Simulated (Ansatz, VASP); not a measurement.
## Two plane-wave programs on Ir

Contents of INCAR:

```
PREC = Accurate ; ENCUT = 520
EDIFF = 1E-6 ; ISMEAR = 0
SIGMA = 0.15 ; LREAL = False
LASPH = True ; NELM = 100
ALGO = Fast ; ISIF = 2
LWAVE = False ; LCHARG = True
GGA = PE ; LELF = True
LVHAR = True ; NBANDS = 10
```

KPOINTS

```
Automatic mesh
0
Gamma
  22 22 22
```

POSCAR

```
Ir
1.0
    0.0000000000      1.8237150000      2.0156850000
    1.8237150000      0.0000000000      2.0156850000
    1.8237150000      1.8237150000      0.0000000000
Ir
1
Direct
    0.0000000000      0.0000000000      0.0000000000
```

Input for Ansatz:

```yaml
crystal:
  lattice:
    - [0.0, 1.823715, 2.015685]
    - [1.823715, 0.0, 2.015685]
    - [1.823715, 1.823715, 0.0]
  atoms:
    - { symbol: Ir, position: [0.0, 0.0, 0.0] }
basis:
  ecutwfc: 420
kpoints:
  mp_grid: { grid: [22, 22, 22] }
hamiltonian:
  xc: pbe
scf:
  occupations: { method: gaussian, width: 0.15 }
output:
  forces: true
  stress: true
  eigenvalues: true
```

Change from the starting cell: strain -0.050 along x and y, +0.050 along z, atoms carried along.

Alike in both runs: task single point; functional PBE; k mesh 22 × 22 × 22; occupations gaussian, width 0.15 eV; no spin polarisation.

|  | VASP | Ansatz |
| --- | --- | --- |
| version | VASP 6.6.1 | Ansatz 0.2.0 |
| potentials or method | VASP PAW PBE potentials, release 64 (Ir), cutoff 520 eV | scalar-relativistic, plane waves, PAW |
| valence electrons in the cell | 9 | 17 |

|  | VASP | Ansatz | Ansatz less VASP |
| --- | --- | --- | --- |
| gap on the k mesh at the Fermi level (eV) | none | none | - |
| pressure (GPa) | 36.8 | 36.1 | -0.77 |
| traceless stress, the component that is largest in VASP (GPa) | -29.94 | -30.05 | -0.106 |

A gap of «none» marks a metal or a gap that the smearing closes. Both programs put the cell under a high pressure, so it lies far from rest at this level. VASP's potentials hold 9 valence electrons a cell and Ansatz's 17, so a difference there can come from the potentials and not from the codes.

Neither program's run includes spin-orbit coupling.
